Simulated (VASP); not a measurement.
Set up this calculation in VASP 6.6.1, as the native input.

| Item | Value |
| --- | --- |
| Task | relaxation of cell and atoms |
| Functional | PBE |
| Potentials or basis | VASP PAW PBE potentials, release 64 (Be, Si) |
| Cutoff | 600 eV |
| k mesh | 24 × 24 × 24 |
| Occupations | gaussian, width 0.1 eV |
| Spin | no spin polarisation |
| Dipole correction | no |
| Further INCAR settings | ALGO = Normal; EDIFF = 1e-06; IBRION = 2; EDIFFG = -0.01; NSW = 100; ISIF = 3 |

The structure of BeSi lies in POSCAR:

```
BeSi
1.0
    1.4059715578      0.8117380573      3.4651599990
   -1.4059715578      0.8117380573      3.4651599990
    0.0000000000     -1.6234761147      3.4651599990
Be Si
1 1
Direct
    0.0000000000      0.0000000000      0.0000000000
    0.5000000000      0.5000000000      0.5000000000
```

These files were run (other wordings do the same):

INCAR

```
SYSTEM = BeSi
ALGO = Normal
EDIFF = 1E-6
EDIFFG = -0.01
ENCUT = 600
GGA = PE
IBRION = 2
ISIF = 3
ISMEAR = 0
LASPH = .TRUE.
LCHARG = .FALSE.
LREAL = .FALSE.
LWAVE = .FALSE.
NELM = 100
NSW = 100
PREC = Accurate
SIGMA = 0.1
```

KPOINTS

```
k-points
0
G
  24 24 24
  0 0 0
```

Potentials or basis: VASP PAW PBE potentials, release 64 (Be, Si).

The run is started by

```console
$ cat potpaw_PBE.64/Be/POTCAR potpaw_PBE.64/Si/POTCAR > POTCAR
$ mpirun -np 1 vasp_std > vasp.out
```

Results of the run:

The relaxed volume is 11.81 Å³/atom. The relaxed cell is a = 3.848 Å, b = 3.848 Å, c = 3.848 Å, α = 42.59°, β = 42.59°, γ = 42.59°, the space group after relaxing (to 0.1 Å) is R-3m (No. 166) and the energy gained by relaxing is 0.8 meV/atom. The ionic steps are 4. The pressure after relaxing is 0.0 GPa and the band gap on the k mesh is zero (bands 3 and 4 overlap by 10.61 eV).

Wall time 17 min on 1 thread of Oxide Virtual Turin-like Processor, with other jobs on the host, peak memory 0.4 GiB.
